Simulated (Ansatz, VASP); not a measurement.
CsH in VASP and in Ansatz

```
CELL_PARAMETERS angstrom
0.00000 3.18800 3.18800
3.18800 0.00000 3.18800
3.18800 3.18800 0.00000
ATOMIC_POSITIONS crystal
Cs 0.01960 0.01960 0.98040
H 0.50000 0.50000 0.50000
```

Change from the starting cell: all Cs atoms moved +0.125 Å, as atom 1 along Cartesian [0 0 1].

Alike in both runs: task single point; functional r2SCAN; k mesh 6 × 6 × 6; occupations gaussian, width 0.05 eV; no spin polarisation.

```csv
,VASP,Ansatz
version,VASP 6.6.1,Ansatz 0.2.0
potentials or method,"VASP PAW PBE potentials, release 64 (Cs_sv, H), cutoff 520 eV","scalar-relativistic, plane waves, PAW"
valence electrons in the cell,10,10
```

|  | VASP | Ansatz | Ansatz less VASP |
| --- | --- | --- | --- |
| gap on the k mesh at the Fermi level (eV) | 2.68 | 2.69 | +0.017 |
| least direct gap on the mesh (eV) | 2.68 | 2.69 | +0.017 |
| pressure (GPa) | 0.1 | 0.0 | -0.03 |
| traceless stress, the component that is largest in VASP (GPa) | 0.11 | 0.11 | -0.002 |
| rms of the force components (eV/Å) | 0.045 | 0.045 | -0.0006 |

VASP's potentials were made for PBE, not for r2SCAN. Atom by atom the forces differ by 0.001 eV/Å (rms over components). With one functional, cell and mesh, what is left measures potentials, basis and numerics.

Neither program's run includes spin-orbit coupling.
